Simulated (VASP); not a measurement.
The system is C.

```xyz
2
Lattice="0.0000 1.7245 1.8969 1.7245 0.0000 1.8969 1.7245 1.7245 0.0000" Properties=species:S:1:pos:R:3 pbc="T T T"
C     1.7245    1.7245    1.8969
C     2.5867    2.5867    2.8454
```

This cell differs from its parent crystal: ratio of the length along z to the lengths across it x 1.1, volume and fractional coordinates fixed.

Base run:

| Property | Result |
| --- | --- |
| Program | VASP 6.6.1 |
| Functional | r2SCAN |
| Potentials or basis | VASP PAW PBE potentials, release 64 (C) |
| Cutoff | 520 eV |
| k mesh | 12 × 12 × 12 |
| Occupations | gaussian, width 0.05 eV |
| Spin | no spin polarisation |

Its results: band gap on the k mesh 3.10 eV, indirect (least direct gap 4.96 eV); pressure 1.5 GPa.

Task: The run is repeated on the same cell with these changes: potentials or basis from VASP PAW PBE potentials, release 64 (C) to VASP PAW PBE potentials, release 64 (C_h); cutoff from 520 eV to 910 eV; further incar settings from ALGO = Normal; EDIFF = 1e-07; NBANDS = 11 to ALGO = Normal; EDIFF = 1e-06; NBANDS = 11. What comes out?

Result: Band gap on the k mesh 3.13 eV, indirect (least direct gap 5.00 eV); pressure -0.4 GPa.

Caveats: the PAW data sets were made with another functional, which shifts forces and pressure a little; the cutoff is under 1.25 times the usual one of these potentials, so pressure, stress and relaxed cells hold a basis-set (Pulay) error (some runs).

A k mesh can miss the band edges.
